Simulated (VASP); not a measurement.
# Ir (P6_3/mmc) in VASP: notebook, part 2 of 2

VASP 6.6.1.

### Step 3. Single point, PBEsol, collinear spin, ferromagnetic start

Contents of INCAR:

```
SYSTEM = Ir
PREC = Accurate ; ENCUT = 520
EDIFF = 1E-7 ; ISMEAR = 0
SIGMA = 0.15 ; LREAL = .False.
LASPH = .True. ; NELM = 150
ALGO = Normal ; ISIF = 2
LWAVE = .False. ; LCHARG = .False.
ISPIN = 2 ; MAGMOM = 0.3 0.3
LORBIT = 11 ; NUPDOWN = 0.6
LMAXMIX = 4 ; GGA = PS
NBANDS = 20
```

Contents of KPOINTS:

```
Automatic mesh
0
Gamma
  21 21 12
  0 0 0
```

Contents of POSCAR:

```
Ir
1.0
    2.6053845842      0.0000000000      0.0000000000
   -1.3026922921      2.2563292365      0.0000000000
    0.0000000000      0.0000000000      4.2241311110
Ir
2
Direct
    0.6666666667      0.3333333333      0.7500000000
    0.3333333333      0.6666666667      0.2500000000
```

Potentials or basis: VASP PAW PBE potentials, release 64 (Ir).

Started as:

```sh
$ cat potpaw_PBE.64/Ir/POTCAR > POTCAR
$ mpirun -np 1 vasp_std > vasp.out
```

OUTCAR:

```text
SYSTEM = Ir
   PREC = Accurate
   ENCUT = 520
   EDIFF = 1E-7
   ISMEAR = 0
   LREAL = .False.
   LASPH = .True.
   NELM = 150
   ISIF = 2
   ISPIN = 2
   LORBIT = 11
   NUPDOWN = 0.6
   GGA = PS

 ion  position               nearest neighbor table
   1  0.667  0.333  0.750-   2 2.59   2 2.59   2 2.59   2 2.59   2 2.59   2 2.59
   2  0.333  0.667  0.250-   1 2.59   1 2.59   1 2.59   1 2.59   1 2.59   1 2.59

  LATTYP: Found a hexagonal cell.
 ALAT       =     2.6053845842
 C/A-ratio  =     1.6213080927

  Lattice vectors:

 A1 = (   2.6053845842,   0.0000000000,   0.0000000000)
 A2 = (  -1.3026922921,   2.2563292365,   0.0000000000)
 A3 = (   0.0000000000,   0.0000000000,   4.2241311110)

Analysis of symmetry for initial positions (statically):
=====================================================================
 Subroutine PRICEL returns:
 Original cell was already a primitive cell.

 Routine SETGRP: Setting up the symmetry group for a
 hexagonal supercell.

 Subroutine GETGRP returns: Found 24 space group operations
 (whereof 12 operations were pure point group operations)
 out of a pool of 24 trial point group operations.

The static configuration has the point symmetry D_3d.
 The point group associated with its full space group is D_6h.

Analysis of symmetry for dynamics (positions and initial velocities):
=====================================================================
 Subroutine PRICEL returns:
 Original cell was already a primitive cell.

 Routine SETGRP: Setting up the symmetry group for a
 hexagonal supercell.

 Subroutine GETGRP returns: Found 24 space group operations
 (whereof 12 operations were pure point group operations)
 out of a pool of 24 trial point group operations.

The dynamic configuration has the point symmetry D_3d.
 The point group associated with its full space group is D_6h.

Analysis of structural, dynamic, and magnetic symmetry:
=====================================================================
 Subroutine PRICEL returns:
 Original cell was already a primitive cell.

 Routine SETGRP: Setting up the symmetry group for a
 hexagonal supercell.

 Subroutine GETGRP returns: Found 24 space group operations
 (whereof 12 operations were pure point group operations)
 out of a pool of 24 trial point group operations.

The overall configuration has the point symmetry D_3d.
 The point group associated with its full space group is D_6h.

 Subroutine INISYM returns: Found 24 space group operations
 (whereof 12 operations are pure point group operations),
 and found     1 'primitive' translations

----------------------------------------------------------------------------------------

                                     Primitive cell

  volume of cell :      24.8320

  direct lattice vectors                    reciprocal lattice vectors
     2.605384584  0.000000000  0.000000000     0.383820495  0.221598866  0.000000000
    -1.302692292  2.256329237  0.000000000     0.000000000  0.443197732  0.000000000
     0.000000000  0.000000000  4.224131111     0.000000000  0.000000000  0.236735076

  length of vectors
     2.605384584  2.605384584  4.224131111     0.443197732  0.443197732  0.236735076

  position of ions in fractional coordinates (direct lattice)
     0.666666667  0.333333333  0.750000000
     0.333333333  0.666666667  0.250000000

  ion indices of the primitive-cell ions
[... 64 lines left out ...]
   NGXF,Y,Z  is equivalent  to a cutoff of  25.52, 25.52, 25.19 a.u.
 SYSTEM =  Ir
   PREC   = accura    normal or accurate (medium, high low for compatibility)
   ISTART =      0    job   : 0-new  1-cont  2-samecut
   ICHARG =      2    charge: 1-file 2-atom 10-const
   ISPIN  =      2    spin polarized calculation?
   LNONCOLLINEAR =      F non collinear calculations
   LSORBIT =      F    spin-orbit coupling
   LASPH  =      T    aspherical Exc in radial PAW
   ENCUT  =  520.0 eV  38.22 Ry    6.18 a.u.   4.84  4.84  7.85*2*pi/ulx,y,z
   NELM   =    150;   NELMIN=  2; NELMDL= -5     # of ELM steps
   EDIFF  = 0.1E-06   stopping-criterion for ELM
   LREAL  =      F    real-space projection
   EDIFFG = 0.1E-05   stopping-criterion for IOM
   NSW    =      0    number of steps for IOM
   IBRION =     -1    ionic relax: 0-MD 1-quasi-New 2-CG
   NFREE  =      0    steps in history (QN), initial steepest desc. (CG)
   ISIF   =      2    stress and relaxation
   ISYM   =      2    0-nonsym 1-usesym 2-fastsym
   POTIM  = 0.5000    time-step for ionic-motion
   TEBEG  =    0.0;   TEEND  =   0.0 temperature during run
   PSTRESS=    0.0 pullay stress
   NELECT =      18.0000    total number of electrons
   NUPDOWN=       0.6000    fix difference up-down
   EMIN   =  10.00;   EMAX   =-10.00  energy-range for DOS
   EFERMI =   0.00;   METHOD = LEGACY
   ISMEAR =     0;   SIGMA  =   0.15  broadening in eV -4-tet -1-fermi 0-gaus
   EFERMI_NEDOS =   21; number of points for ismear=-14 and -15
   IALGO  =     38    algorithm
   IMIX   =      4    mixing-type and parameters
     AMIX     =   0.40;   BMIX     =  1.00
     AMIX_MAG =   1.60;   BMIX_MAG =  1.00
  volume/ion in A,a.u.               =      12.42        83.79
  Fermi-wavevector in a.u.,A,eV,Ry     =   1.470602  2.779034 29.424908  2.162670
  Thomas-Fermi vector in A             =   2.585839
   LORBIT       =     11    0 simple, 1 ext, 2 COOP (PROOUT), +10 PAW based schemes
   GGA     = PS    functional components
   LHFCALC =     F    Hartree Fock is set to
   AEXX    =    0.0000 exact exchange contribution
   IVDW    =     0    specifies the selected vdW correction
   LEPSILON=     F    determine dielectric tensor
   LRPA    =     F    only Hartree local field effects (RPA)
 spin polarized calculation
 Gauss-broadening in eV      SIGMA  =   0.15
  energy-cutoff  :      520.00
  volume of cell :       24.83
 maximum number of plane-waves:       687
 NGX is ok and might be reduce to    20
   NGX =  9   NGY =  9   NGZ = 15

 number of electron      18.0000003 magnetization       0.6000000

 Free energy of the ion-electron system (eV)
  ---------------------------------------------------
  ext. energy  EPLUGINS =         0.00000000
  ---------------------------------------------------
  free energy    TOTEN  =       -18.76161774 eV

  energy without entropy =      -18.73963212  energy(sigma->0) =      -18.75062493

 E-fermi :  12.5960     XC(G=0): -14.8757

 val. band max:       13.0390773816   @ k =   0.3333   0.3333   0.3333
 cond. band min:      12.5972335373   @ k =   0.1429   0.1429   0.4167
 fundamental gap:     -0.4418438443
 Fermi energy:        13.0412273656

 spin component 1

 k-point     1 :       0.0000    0.0000    0.0000
  band No.  band energies     occupation
      1      -0.0309      1.00000
      2       2.9833      1.00000
      3       7.8771      1.00000
      4       7.9827      1.00000
      5       7.9827      1.00000
      6       8.8110      1.00000
[... 541 lines left out ...]
     19      34.8188      0.00000
     20      37.8350      0.00000

 [... further k-points ...]

 spin component 2

 k-point     1 :       0.0000    0.0000    0.0000
  band No.  band energies     occupation
      1       0.0502      1.00000
      2       3.1197      1.00000
      3       8.0714      1.00000
      4       8.1664      1.00000
      5       8.1664      1.00000
      6       9.0002      1.00000
[... 541 lines left out ...]
     19      34.9059      0.00000
     20      37.9496      0.00000

 [... further k-points ...]
[... 5 lines left out ...]
  --------------------------------------------------------------------------------------
  -------------------------------------------------------------------------------------
  Total       10.9892238     10.9892238     11.1342842      0.0000000      0.0000000      0.0000000
  in kB      709.0321085    709.0321085    718.3914983      0.0000000      0.0000000      0.0000000
  external PRESSURE =     712.1519051 kB  Pullay stress =       0.0000000 kB

 VOLUME and BASIS-vectors are now :
 -----------------------------------------------------------------------------
  energy-cutoff  :      520.00
  volume of cell :       24.83
      direct lattice vectors                 reciprocal lattice vectors
     2.605384584  0.000000000  0.000000000     0.383820495  0.221598866  0.000000000
    -1.302692292  2.256329237  0.000000000     0.000000000  0.443197732  0.000000000
     0.000000000  0.000000000  4.224131111     0.000000000  0.000000000  0.236735076

 POSITION                                       TOTAL-FORCE (eV/Angst)
 -----------------------------------------------------------------------------------
      1.30269      0.75211      3.16810        -0.000000      0.000000      0.000000
     -0.00000      1.50422      1.05603         0.000000     -0.000000      0.000000
 -----------------------------------------------------------------------------------
    total drift:                               -0.000000      0.000000     -0.000000

  FREE ENERGIE OF THE ION-ELECTRON SYSTEM (eV)
  ---------------------------------------------------
  free  energy   TOTEN  =       -18.7616177413 eV

  energy  without entropy=      -18.7396321174  energy(sigma->0) =      -18.75062493

 total charge

# of ion       s       p       d       tot
------------------------------------------
    1        0.752   0.941   7.218   8.911
    2        0.752   0.941   7.218   8.911
--------------------------------------------------
tot          1.503   1.883  14.435  17.821

 magnetization (x)

# of ion       s       p       d       tot
------------------------------------------
    1        0.002   0.004   0.285   0.291
    2        0.002   0.004   0.285   0.291
--------------------------------------------------
tot          0.004   0.008   0.569   0.582
```

It took 6.9 min on 1 thread of Oxide Virtual Turin-like, shared host; peak memory 0.29 GiB.

What came out:

- Free energy: -18.7616 eV
- Pressure: 71.2 GPa
- Net moment: 0.60 μB per cell
- Site moments: Ir +0.29 μB
- Valence electrons inside the program's atomic spheres: Ir 8.91

Stress tensor (GPa, compression positive):
```
70.90  0.00  0.00
 0.00 70.90  0.00
 0.00  0.00 71.84
```

Caveat: the PAW data sets were made with another functional, which shifts forces and pressure a little; spin-orbit coupling is left out, which moves the levels of the heavy elements; the total moment is fixed, so each spin has its own Fermi level.
